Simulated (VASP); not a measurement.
Input of a VASP 6.6.1 run:

The input INCAR:

```
SYSTEM = FeNiPt2
PREC = Accurate
ENCUT = 520
EDIFF = 1E-6
ISMEAR = -1
SIGMA = 0.03
LREAL = .False.
LASPH = .True.
NELM = 150
ALGO = Normal
ISIF = 2
LWAVE = .False.
LCHARG = .False.
ISPIN = 2
MAGMOM = 3 1.5 0.6 0.6
LORBIT = 11
LMAXMIX = 4
GGA = PS
NBANDS = 31
```

KPOINTS

```
regular mesh
0
Gamma
  8 8 8
  0 0 0
```

Contents of POSCAR:

```
FeNiPt2
1.0
    3.8579134000      0.0000000000      0.0000000000
    0.0000000000      3.8579134000      0.0000000000
    0.0000000000      0.0000000000      3.6396271400
Fe Ni Pt
1 1 2
Direct
    0.0000000000      0.0000000000      0.0000000000
    0.5000000000      0.5000000000      0.0000000000
    0.5000000000      0.0000000000      0.5000000000
    0.0000000000      0.5000000000      0.5000000000
```

Potentials or basis: VASP PAW PBE potentials, release 64 (Fe, Ni, Pt).

The run is started by

```bash
$ cat potpaw_PBE.64/Fe/POTCAR potpaw_PBE.64/Ni/POTCAR potpaw_PBE.64/Pt/POTCAR > POTCAR
$ mpirun -np 1 vasp_std > vasp.out
```

Question: Predict the site moments.

Answer: Fe +3.17; Ni +0.80; Pt +0.38 μB.

Question: Predict the pressure.

Answer: -6.1 GPa.

Question: Estimate the net moment.

Answer: 4.77 μB per cell.

Stress tensor (GPa, compression positive):
```
-6.72  0.00  0.00
 0.00 -6.72  0.00
 0.00  0.00 -4.91
```

Caveat: the cell stands under tension; the PAW data sets were made with another functional, which shifts forces and pressure a little.
